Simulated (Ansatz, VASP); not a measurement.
## Two plane-wave programs on PbS

```
Pb S
1.0
     0.00000    2.87605    2.96500
     2.87605    0.00000    2.96500
     2.87605    2.87605    0.00000
Pb S
1 1
Direct
  0.00000 0.00000 0.00000
  0.50000 0.50000 0.50000
```

Change from the starting cell: strain -0.0300 x Voigt [1, 1, 0, 0, 0, 0], atoms carried along.

Alike in both runs: task single point; functional PBE; k mesh 10 × 10 × 10; occupations gaussian, width 0.03 eV; no spin polarisation.

|  | VASP | Ansatz |
| --- | --- | --- |
| version | VASP 6.6.1 | Ansatz 0.2.0 |
| potentials or method | VASP PAW PBE potentials, release 64 (Pb_d, S), cutoff 520 eV | scalar-relativistic, plane waves, PAW |
| valence electrons in the cell | 20 | 20 |

Ansatz gave:

| Item | Value |
| --- | --- |
| gap on the k mesh at the Fermi level (eV) | 0.08 |
| least direct gap on the mesh (eV) | 0.08 |
| pressure (GPa) | 6.8 |
| traceless stress, the component that is largest in VASP (GPa) | -3.33 |

**Question.** Which values does VASP return?

**Answer.** gap on the k mesh at the Fermi level (eV): 0.09; least direct gap on the mesh (eV): 0.09; pressure (GPa): 6.7; traceless stress, the component that is largest in VASP (GPa): -3.33.

Spin-orbit coupling is off throughout.
